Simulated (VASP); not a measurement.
# TiAl (Pm-3m) in VASP: further runs

The runs below take TiAl through single point, relaxation of cell and atoms, with PBE.

All numbers are computed with VASP 6.6.1; they aren't measurements. Logs are shortened: lines on timing, memory, paths and dates and some standing lists are left out, and cuts for length are marked.

## Step 1: The cell of the first run

Symmetry: Pm-3m, No. 221, cubic system. Conventional cell: a = 3.186 Å, b = 3.186 Å, c = 3.186 Å, α = 90.00°, β = 90.00°, γ = 90.00°. Ti (site symmetry m-3m) has 8 Al at 2.76 Å and 6 Ti at 3.19 Å within 3.6 Å. Al (site symmetry m-3m) has 8 Ti at 2.76 Å and 6 Al at 3.19 Å within 3.6 Å.

## Step 2: Single point, PBE

File INCAR:

```
SYSTEM = TiAl
  ALGO = Normal
  EDIFF = 1E-6
  ENCUT = 520
  GGA = PE
  ISIF = 2
  ISMEAR = 0
  LASPH = .TRUE.
  LCHARG = .FALSE.
  LREAL = .FALSE.
  LWAVE = .FALSE.
  NBANDS = 14
  NELM = 80
  PREC = Accurate
  SIGMA = 0.15
```

File KPOINTS:

```
k-points
0
G
  10 10 10
  0 0 0
```

File POSCAR:

```
TiAl
1.0
    3.1863219229      0.0000000000      0.0000000000
    0.0000000000      3.1863219229      0.0000000000
    0.0000000000      0.0000000000      3.1863219229
Ti Al
1 1
Direct
    0.0000000000      0.0000000000      0.0000000000
    0.5000000000      0.5000000000      0.5000000000
```

Potentials or basis: VASP PAW PBE potentials, release 64 (Ti_sv, Al).

The run is started by

```
> cat potpaw_PBE.64/Ti_sv/POTCAR potpaw_PBE.64/Al/POTCAR > POTCAR
> mpirun -np 1 vasp_std > vasp.out
```

OUTCAR:

```text
SYSTEM = TiAl
   EDIFF = 1E-6
   ENCUT = 520
   GGA = PE
   ISIF = 2
   ISMEAR = 0
   LASPH = .TRUE.
   LREAL = .FALSE.
   NELM = 80
   PREC = Accurate

 ion  position               nearest neighbor table
   1  0.000  0.000  0.000-   2 2.76   2 2.76   2 2.76   2 2.76   2 2.76   2 2.76   2 2.76   2 2.76

   2  0.500  0.500  0.500-   1 2.76   1 2.76   1 2.76   1 2.76   1 2.76   1 2.76   1 2.76   1 2.76

  LATTYP: Found a simple cubic cell.
 ALAT       =     3.1863219229

  Lattice vectors:

 A1 = (   3.1863219229,   0.0000000000,   0.0000000000)
 A2 = (   0.0000000000,   3.1863219229,   0.0000000000)
 A3 = (   0.0000000000,   0.0000000000,   3.1863219229)

Analysis of symmetry for initial positions (statically):
=====================================================================
 Subroutine PRICEL returns:
 Original cell was already a primitive cell.

 Routine SETGRP: Setting up the symmetry group for a
 simple cubic supercell.

 Subroutine GETGRP returns: Found 48 space group operations
 (whereof 48 operations were pure point group operations)
 out of a pool of 48 trial point group operations.

The static configuration has the point symmetry O_h .

Analysis of symmetry for dynamics (positions and initial velocities):
=====================================================================
 Subroutine PRICEL returns:
 Original cell was already a primitive cell.

 Routine SETGRP: Setting up the symmetry group for a
 simple cubic supercell.

 Subroutine GETGRP returns: Found 48 space group operations
 (whereof 48 operations were pure point group operations)
 out of a pool of 48 trial point group operations.

The dynamic configuration has the point symmetry O_h .

 Subroutine INISYM returns: Found 48 space group operations
 (whereof 48 operations are pure point group operations),
 and found     1 'primitive' translations

----------------------------------------------------------------------------------------

                                     Primitive cell

  volume of cell :      32.3496

  direct lattice vectors                    reciprocal lattice vectors
     3.186321923  0.000000000  0.000000000     0.313841484  0.000000000  0.000000000
     0.000000000  3.186321923  0.000000000     0.000000000  0.313841484  0.000000000
     0.000000000  0.000000000  3.186321923     0.000000000  0.000000000  0.313841484

  length of vectors
     3.186321923  3.186321923  3.186321923     0.313841484  0.313841484  0.313841484

  position of ions in fractional coordinates (direct lattice)
     0.000000000  0.000000000  0.000000000
     0.500000000  0.500000000  0.500000000

  ion indices of the primitive-cell ions
   primitive index   ion index
                 1           1
                 2           2

----------------------------------------------------------------------------------------

 KPOINTS: k-points

Automatic generation of k-mesh.
 Grid dimensions read from file:
 generate k-points for:   10   10   10

 Generating k-lattice:

  Cartesian coordinates                     Fractional coordinates (reciprocal lattice)
     0.031384148  0.000000000  0.000000000     0.100000000  0.000000000  0.000000000
     0.000000000  0.031384148  0.000000000     0.000000000  0.100000000  0.000000000
     0.000000000  0.000000000  0.031384148     0.000000000  0.000000000  0.100000000

  Length of vectors
     0.031384148  0.031384148  0.031384148

  Shift w.r.t. Gamma in fractional coordinates (k-lattice)
     0.000000000  0.000000000  0.000000000

 Subroutine IBZKPT returns following result:
 ===========================================

 Found     56 irreducible k-points:

 Following reciprocal coordinates:
            Coordinates               Weight
  0.000000  0.000000  0.000000      1.000000
  0.100000  0.000000  0.000000      6.000000
  0.200000  0.000000  0.000000      6.000000
  0.300000  0.000000  0.000000      6.000000
  0.400000  0.000000  0.000000      6.000000
  0.500000  0.000000  0.000000      3.000000
[... 16 lines left out ...]
  0.200000  0.100000  0.100000     24.000000
  0.300000  0.100000  0.100000     24.000000
 [... further k-points ...]
   k-points           NKPTS =     56   k-points in BZ     NKDIM =     56   number of bands    NBANDS=     14
   number of dos      NEDOS =    301   number of ions     NIONS =      2
   total plane-waves  NPLWV =  13824
   dimension x,y,z NGX =    24 NGY =   24 NGZ =   24
   dimension x,y,z NGXF=    48 NGYF=   48 NGZF=   48
   ions per type =               1   1
   NGX,Y,Z   is equivalent  to a cutoff of  12.52, 12.52, 12.52 a.u.
   NGXF,Y,Z  is equivalent  to a cutoff of  25.04, 25.04, 25.04 a.u.
 SYSTEM =  TiAl
   PREC   = accura    normal or accurate (medium, high low for compatibility)
   ISTART =      0    job   : 0-new  1-cont  2-samecut
   ICHARG =      2    charge: 1-file 2-atom 10-const
   ISPIN  =      1    spin polarized calculation?
   LNONCOLLINEAR =      F non collinear calculations
   LSORBIT =      F    spin-orbit coupling
   LASPH  =      T    aspherical Exc in radial PAW
   ENCUT  =  520.0 eV  38.22 Ry    6.18 a.u.   5.92  5.92  5.92*2*pi/ulx,y,z
   NELM   =     80;   NELMIN=  2; NELMDL= -5     # of ELM steps
   EDIFF  = 0.1E-05   stopping-criterion for ELM
   LREAL  =      F    real-space projection
   EDIFFG = 0.1E-04   stopping-criterion for IOM
   NSW    =      0    number of steps for IOM
   IBRION =     -1    ionic relax: 0-MD 1-quasi-New 2-CG
   NFREE  =      0    steps in history (QN), initial steepest desc. (CG)
   ISIF   =      2    stress and relaxation
   ISYM   =      2    0-nonsym 1-usesym 2-fastsym
   POTIM  = 0.5000    time-step for ionic-motion
   TEBEG  =    0.0;   TEEND  =   0.0 temperature during run
   PSTRESS=    0.0 pullay stress
   NELECT =      15.0000    total number of electrons
   NUPDOWN=      -1.0000    fix difference up-down
   EMIN   =  10.00;   EMAX   =-10.00  energy-range for DOS
   EFERMI =   0.00;   METHOD = LEGACY
   ISMEAR =     0;   SIGMA  =   0.15  broadening in eV -4-tet -1-fermi 0-gaus
   EFERMI_NEDOS =   21; number of points for ismear=-14 and -15
   IALGO  =     38    algorithm
   IMIX   =      4    mixing-type and parameters
     AMIX     =   0.40;   BMIX     =  1.00
     AMIX_MAG =   1.60;   BMIX_MAG =  1.00
  volume/ion in A,a.u.               =      16.17       109.15
  Fermi-wavevector in a.u.,A,eV,Ry     =   1.267114  2.394498 21.845204  1.605577
  Thomas-Fermi vector in A             =   2.400279
   LORBIT       =      0    0 simple, 1 ext, 2 COOP (PROOUT), +10 PAW based schemes
   GGA     = PE    functional components
   LHFCALC =     F    Hartree Fock is set to
   AEXX    =    0.0000 exact exchange contribution
   IVDW    =     0    specifies the selected vdW correction
   LEPSILON=     F    determine dielectric tensor
   LRPA    =     F    only Hartree local field effects (RPA)
 non-spin polarized calculation
 Gauss-broadening in eV      SIGMA  =   0.15
  energy-cutoff  :      520.00
  volume of cell :       32.35
 maximum number of plane-waves:       912
 NGX is ok and might be reduce to    24
   NGX = 11   NGY = 11   NGZ = 11

 number of electron      14.9999994 magnetization

 Free energy of the ion-electron system (eV)
  ---------------------------------------------------
  ext. energy  EPLUGINS =         0.00000000
  ---------------------------------------------------
  free energy    TOTEN  =       -12.12406700 eV

  energy without entropy =      -12.09581319  energy(sigma->0) =      -12.10994010

 E-fermi :   8.7095     XC(G=0): -11.0572

 val. band max:        8.6990262715   @ k =   0.4000   0.3000   0.2000
 cond. band min:       8.7182743566   @ k =   0.4000   0.2000   0.2000
 fundamental gap:      0.0192480851
 Fermi energy:         8.7095178202

 k-point     1 :       0.0000    0.0000    0.0000
  band No.  band energies     occupation
      1     -48.2045      2.00000
      2     -24.4065      2.00000
      3     -24.4065      2.00000
      4     -24.4065      2.00000
      5      -0.5422      2.00000
      6       7.2812      2.00000
      7       7.2812      2.00000
      8      10.4952      0.00000
      9      10.4952      0.00000
     10      10.4952      0.00000
     11      13.0841      0.00000
     12      13.0841      0.00000
     13      13.0841      0.00000
     14      17.4613      0.00000

 k-point     2 :       0.1000    0.0000    0.0000
  band No.  band energies     occupation
      1     -48.2031      2.00000
      2     -24.4225      2.00000
      3     -24.4051      2.00000
      4     -24.4051      2.00000
      5      -0.3839      2.00000
      6       7.1917      2.00000
      7       7.3519      2.00000
      8      10.2355      0.00000
      9      10.2355      0.00000
     10      10.5138      0.00000
     11      12.4703      0.00000
     12      13.4609      0.00000
     13      13.4609      0.00000
     14      17.2551      0.00000

 k-point     3 :       0.2000    0.0000    0.0000
  band No.  band energies     occupation
      1     -48.1995      2.00000
      2     -24.4644      2.00000
      3     -24.4014      2.00000
      4     -24.4014      2.00000
      5       0.0825      2.00000
      6       6.7602      2.00000
      7       7.5476      2.00000
      8       9.7313      0.00000
      9       9.7313      0.00000
     10      10.5631      0.00000
     11      11.6257      0.00000
     12      14.3262      0.00000
     13      14.3262      0.00000
     14      16.7062      0.00000
[... 324 lines left out ...]
 k-point    23 :       0.2000    0.1000    0.1000
  band No.  band energies     occupation
      1     -48.1968      2.00000
      2     -24.4611      2.00000
      3     -24.4164      2.00000
      4     -24.4149      2.00000
      5       0.3806      2.00000
      6       6.9161      2.00000
      7       7.4635      2.00000
      8       9.3545      0.00000
      9       9.5745      0.00000
     10      10.1654      0.00000
     11      12.1360      0.00000
     12      13.7879      0.00000
     13      13.8832      0.00000
     14      17.8227      0.00000

 k-point    24 :       0.3000    0.1000    0.1000
  band No.  band energies     occupation
      1     -48.1924      2.00000
      2     -24.5119      2.00000
      3     -24.4115      2.00000
      4     -24.4102      2.00000
      5       1.1068      2.00000
      6       5.9863      2.00000
      7       7.7329      2.00000
      8       9.0635      0.00085
      9       9.1471      0.00004
     10      10.2592      0.00000
     11      11.6410      0.00000
     12      14.5623      0.00000
     13      14.6871      0.00000
     14      17.3729      0.00000

 [... further k-points ...]

------------------------ aborting loop because EDIFF is reached ----------------------------------------

  FORCE on cell =-STRESS in cart. coord.  units (eV):
  Direction    XX          YY          ZZ          XY          YZ          ZX
  --------------------------------------------------------------------------------------
  -------------------------------------------------------------------------------------
  Total       -0.0011780     -0.0011780     -0.0011780      0.0000000     -0.0000000      0.0000000
  in kB       -0.0583436     -0.0583436     -0.0583436      0.0000000     -0.0000000      0.0000000
  external PRESSURE =      -0.0583436 kB  Pullay stress =       0.0000000 kB

 VOLUME and BASIS-vectors are now :
 -----------------------------------------------------------------------------
  energy-cutoff  :      520.00
  volume of cell :       32.35
      direct lattice vectors                 reciprocal lattice vectors
     3.186321923  0.000000000  0.000000000     0.313841484  0.000000000  0.000000000
     0.000000000  3.186321923  0.000000000     0.000000000  0.313841484  0.000000000
     0.000000000  0.000000000  3.186321923     0.000000000  0.000000000  0.313841484

 POSITION                                       TOTAL-FORCE (eV/Angst)
 -----------------------------------------------------------------------------------
      0.00000      0.00000      0.00000         0.000000      0.000000      0.000000
      1.59316      1.59316      1.59316         0.000000      0.000000      0.000000
 -----------------------------------------------------------------------------------
    total drift:                                0.000000      0.000000      0.000000

  FREE ENERGIE OF THE ION-ELECTRON SYSTEM (eV)
  ---------------------------------------------------
  free  energy   TOTEN  =       -12.1240670013 eV

  energy  without entropy=      -12.0958131918  energy(sigma->0) =      -12.10994010
```

Wall time 16 s (1 thread of Intel Xeon 8259CL, shared host); peak memory 0.15 GiB.

What came out:

* Free energy: -12.1241 eV
* Pressure: 0.0 GPa
* Band gap on the k mesh: zero (an odd number of electrons rules out a gap without spin polarisation)

Levels at points of the mesh, in eV from the Fermi level:
| k point | band 3 | band 4 | band 5 | band 6 | band 7 | band 8 | band 9 | band 10 | band 11 | band 12 |
| --- | --- | --- | --- | --- | --- | --- | --- | --- | --- | --- |
| (0.00, 0.00, 0.00) | -33.12 | -33.12 | -9.25 | -1.43 | -1.43 | 1.79 | 1.79 | 1.79 | 4.37 | 4.37 |
| (0.50, 0.00, 0.00) | -33.10 | -33.10 | -6.04 | -5.18 | -0.55 | 0.15 | 0.15 | 1.99 | 2.95 | 6.50 |
| (0.50, 0.50, 0.00) | -33.26 | -33.09 | -5.00 | -2.11 | -2.11 | -1.46 | 0.70 | 0.70 | 2.70 | 4.65 |
| (0.50, 0.50, 0.50) | -33.24 | -33.24 | -3.08 | -3.08 | -3.08 | 0.58 | 2.76 | 2.76 | 2.89 | 2.89 |

## Step 3: Single point, PBE

File INCAR:

```
  ALGO = Normal
  EDIFF = 1E-6
  ENCUT = 520
  GGA = PE
  ISIF = 2
  ISMEAR = 0
  LASPH = True
  LCHARG = True
  LELF = True
  LREAL = False
  LVHAR = True
  LWAVE = False
  NBANDS = 14
  NELM = 80
  PREC = Accurate
  SIGMA = 0.1
```

File KPOINTS:

```
k-points
0
Gamma
  14 14 14
```

POSCAR is that of step 2.

Potentials or basis: VASP PAW PBE potentials, release 64 (Ti_sv, Al).

The run is started by

```
> cat potpaw_PBE.64/Ti_sv/POTCAR potpaw_PBE.64/Al/POTCAR > POTCAR
> mpirun -np 1 vasp_std > vasp.out
```

Run time: 49 s. Hardware: 1 thread of Intel Xeon 8259CL, shared host; peak memory 0.18 GiB.

It converged, with:

```
Free energy            : -12.1162 eV
Pressure               : -0.1 GPa
Band gap on the k mesh : zero (an odd number of electrons rules out a gap without spin polarisation)
```

Levels at points of the mesh, in eV from the Fermi level:
| k point | band 3 | band 4 | band 5 | band 6 | band 7 | band 8 | band 9 | band 10 | band 11 | band 12 |
| --- | --- | --- | --- | --- | --- | --- | --- | --- | --- | --- |
| (0.00, 0.00, 0.00) | -33.12 | -33.12 | -9.26 | -1.43 | -1.43 | 1.78 | 1.78 | 1.78 | 4.37 | 4.37 |
| (0.50, 0.00, 0.00) | -33.11 | -33.11 | -6.04 | -5.18 | -0.55 | 0.14 | 0.14 | 1.98 | 2.94 | 6.49 |
| (0.50, 0.50, 0.00) | -33.27 | -33.09 | -5.01 | -2.12 | -2.12 | -1.47 | 0.70 | 0.70 | 2.69 | 4.64 |
| (0.50, 0.50, 0.50) | -33.25 | -33.25 | -3.08 | -3.08 | -3.08 | 0.58 | 2.75 | 2.75 | 2.89 | 2.89 |

## Step 4: Relaxation of cell and atoms, PBE

This run uses another cell than the first one, of 16.06 Å³/atom.

File INCAR:

```
PREC = Accurate
ENCUT = 600
EDIFF = 1E-7
ISMEAR = 0
SIGMA = 0.1
LREAL = False
LASPH = True
NELM = 60
ALGO = Normal
ISIF = 3
LWAVE = False
LCHARG = False
GGA = PE
IBRION = 2
NSW = 100
EDIFFG = -0.005
```

File KPOINTS:

```
regular mesh
0
Gamma
  14 14 14
```

File POSCAR:

```
TiAl
1.0
    3.1790640000      0.0000000000      0.0000000000
    0.0000000000      3.1790640000      0.0000000000
    0.0000000000      0.0000000000      3.1790640000
Ti Al
1 1
Direct
    0.0000000000      0.0000000000      0.0000000000
    0.5000000000      0.5000000000      0.5000000000
```

The run is started by

```
> cat potpaw_PBE.64/Ti_sv/POTCAR potpaw_PBE.64/Al/POTCAR > POTCAR
> mpirun -np 1 vasp_std > vasp.out
```

Run time: 3.1 min. Hardware: 1 thread of Intel Xeon 8259CL, shared host; peak memory 0.21 GiB.

The run converged. Its results:

* Free energy: -12.1164 eV
* Relaxed volume: 16.17 Å³/atom
* Relaxed cell: a = 3.186 Å, b = 3.186 Å, c = 3.186 Å, α = 90.00°, β = 90.00°, γ = 90.00°
* Space group after relaxing (to 0.1 Å): Pm-3m (No. 221)
* Energy gained by relaxing: 0.2 meV/atom
* Ionic steps: 3
* Pressure after relaxing: 0.0 GPa
* Band gap on the k mesh: zero (an odd number of electrons rules out a gap without spin polarisation)

Step by step:
```
step  energy change (eV)  largest force (eV/Å)  pressure (GPa)  volume (Å³)
   1              0.0000                0.0000            0.74        32.13
   2             -0.0003                0.0000           -0.47        32.48
   3             -0.0005                0.0000            0.01        32.34
```

Final structure:
```
Ti Al
1.0
     3.18587    0.00000    0.00000
     0.00000    3.18587    0.00000
     0.00000    0.00000    3.18587
Ti Al
1 1
Cartesian
  0.0000 0.0000 0.0000
  1.5929 1.5929 1.5929
```

Levels at points of the mesh, in eV from the Fermi level:
```
           k point  band 5  band 6  band 7  band 8  band 9  band 10
(0.00, 0.00, 0.00)   -9.26   -1.43   -1.43    1.78    1.78     1.78
(0.50, 0.00, 0.00)   -6.04   -5.18   -0.55    0.14    0.14     1.98
(0.50, 0.50, 0.00)   -5.01   -2.12   -2.12   -1.47    0.70     0.70
(0.50, 0.50, 0.50)   -3.08   -3.08   -3.08    0.58    2.75     2.75
```

## Step 5: Single point, PBE (strained)

File INCAR:

```
PREC = Accurate
ENCUT = 520
EDIFF = 1E-7
ISMEAR = 0
SIGMA = 0.1
LREAL = False
LASPH = True
NELM = 60
ALGO = Fast
ISIF = 2
LWAVE = False
LCHARG = False
GGA = PE
NBANDS = 14
```

File KPOINTS:

```
Automatic mesh
0
Gamma
  14 14 14
```

File POSCAR:

```
TiAl
1.0
    3.2567921148      0.0000000000      0.0000000000
    0.0000000000      3.2567921148      0.0000000000
    0.0000000000      0.0000000000      3.2567921148
Ti Al
1 1
Direct
    0.0000000000      0.0000000000      0.0000000000
    0.5000000000      0.5000000000      0.5000000000
```

The run is started by

```
> cat potpaw_PBE.64/Ti_sv/POTCAR potpaw_PBE.64/Al/POTCAR > POTCAR
> mpirun -np 1 vasp_std > vasp.out
```

Run time: 35 s. Hardware: 1 thread of Intel Xeon 6975P-C (Granite Rapids), shared host; peak memory 0.18 GiB.

Results (log left out):

* Free energy: -12.0700 eV
* Pressure: -6.4 GPa
* Band gap on the k mesh: zero (an odd number of electrons rules out a gap without spin polarisation)

Levels at points of the mesh, in eV from the Fermi level:
```
           k point  band 5  band 6  band 7  band 8  band 9  band 10
(0.00, 0.00, 0.00)   -8.96   -1.29   -1.29    1.64    1.64     1.64
(0.50, 0.00, 0.00)   -5.94   -4.98   -0.49    0.13    0.13     1.81
(0.50, 0.50, 0.00)   -4.83   -2.08   -2.08   -1.39    0.66     0.66
(0.50, 0.50, 0.50)   -2.88   -2.88   -2.88    0.22    2.51     2.51
```

Caveat: the cell differs from its parent crystal (strained); the cell stands under tension.

## Step 6: Summary

```csv
task,cell,k mesh,cutoff (eV),smearing,gap on the mesh (eV),pressure (GPa)
single point,"a = 3.186 Å, 2 atoms",10 × 10 × 10,520,gaussian 0.15 eV,none,0.0
single point,"a = 3.186 Å, 2 atoms",14 × 14 × 14,520,gaussian 0.1 eV,none,-0.1
relaxation of cell and atoms,"relaxed from a = 3.179 Å, 2 atoms",14 × 14 × 14,600,gaussian 0.1 eV,none,0.0
single point,"a = 3.257 Å, 2 atoms",14 × 14 × 14,520,gaussian 0.1 eV,none,-6.4
```

Alike in all rows: level PBE; potentials or basis VASP PAW PBE potentials, release 64 (Ti_sv, Al); no spin polarisation.

Caveats: the cell stands under tension (at least some runs).

Absolute energies hang on the potentials; compare differences alone.
